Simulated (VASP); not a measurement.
A run of VASP 6.6.1 is set up as follows.

Contents of INCAR:

```
SYSTEM = MgI2
ALGO = Normal
EDIFF = 1E-6
ENCUT = 520
GGA = CA
ISIF = 2
ISMEAR = -1
LASPH = .True.
LCHARG = .False.
LREAL = .False.
LWAVE = .False.
NBANDS = 15
NELM = 100
PREC = Accurate
SIGMA = 0.05
```

File KPOINTS:

```
k-points
0
Gamma
  8 8 4
  0 0 0
```

The input POSCAR:

```
MgI2
1.0
    4.1400000000      0.0000000000      0.0000000000
   -2.0700000000      3.5853451717      0.0000000000
    0.0000000000      0.0000000000      6.8800000000
I Mg
2 1
Direct
    0.6666666667      0.3333333333      0.7500000000
    0.3333333333      0.6666666667      0.2500000000
    0.0000000000      0.0000000000      0.0000000000
```

Potentials or basis: VASP PAW LDA potentials, release 64 (I, Mg).

The run is started by

```sh
$ cat potpaw_LDA.64/I/POTCAR potpaw_LDA.64/Mg/POTCAR > POTCAR
$ mpirun -np 1 vasp_std > vasp.out
```

Problem. Estimate the band gap on the k mesh.

Solution. 3.31 eV, indirect (least direct gap 3.38 eV).

Problem. What does it give for the pressure?

Solution. -2.1 GPa.

Forces on the atoms (eV/Å):
```
I    0.000  0.000  0.388
I    0.000  0.000 -0.388
Mg   0.000  0.000  0.000
```

Caveat: spin-orbit coupling is left out, which moves the levels of the heavy elements. A k mesh can miss the band edges.
